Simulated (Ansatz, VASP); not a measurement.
# Au in VASP and in Ansatz

File INCAR:

```
ALGO = Normal ; EDIFF = 1E-6
ENCUT = 520 ; GGA = PE
ISIF = 2 ; ISMEAR = -1
LASPH = True ; LCHARG = True
LELF = True ; LREAL = False
LVHAR = True ; LWAVE = False
NBANDS = 12 ; NELM = 60
PREC = Accurate ; SIGMA = 0.1
```

KPOINTS

```
k-points
0
Gamma
  17 17 17
```

File POSCAR:

```
Au
1.0
    0.0000000000      1.7532737070      1.7532737070
    1.7532737070      0.0000000000      1.7532737070
    1.7532737070      1.7532737070      0.0000000000
Au
1
Direct
    0.0000000000      0.0000000000      0.0000000000
```

Input for Ansatz:

```yaml
crystal:
  lattice:
    - [0.0, 1.753273707, 1.753273707]
    - [1.753273707, 0.0, 1.753273707]
    - [1.753273707, 1.753273707, 0.0]
  atoms:
    - { symbol: Au, position: [0.0, 0.0, 0.0] }
kpoints:
  mp_grid: { grid: [17, 17, 17] }
scf:
  occupations: { method: fermi_dirac, width: 0.1 }
hamiltonian:
  xc: pbe
  pseudopotentials: { kind: all_electron, lapw: { basis_error: 0.001 } }
output:
  forces: true
  stress: true
  eigenvalues: true
  populations: true
```

Change from the starting cell: volume scaled by 0.6, LAPW.

Alike in both runs: task single point; functional PBE; k mesh 17 × 17 × 17; occupations fermi-dirac, width 0.1 eV; no spin polarisation.

|  | VASP | Ansatz |
| --- | --- | --- |
| version | VASP 6.6.1 | Ansatz 0.2.0 |
| potentials or method | VASP PAW PBE potentials, release 64 (Au), cutoff 520 eV | all-electron LAPW, scalar-relativistic |

```tsv
	VASP	Ansatz	Ansatz less VASP
pressure (GPa)	303.1	301.3	-1.79
```

Both programs put the cell under a high pressure, so it lies far from rest at this level. Ansatz ran all-electron here, and VASP with PAW potentials.

Spin-orbit coupling is off throughout. Noted on VASP's run: the cell as given lies far from equilibrium.
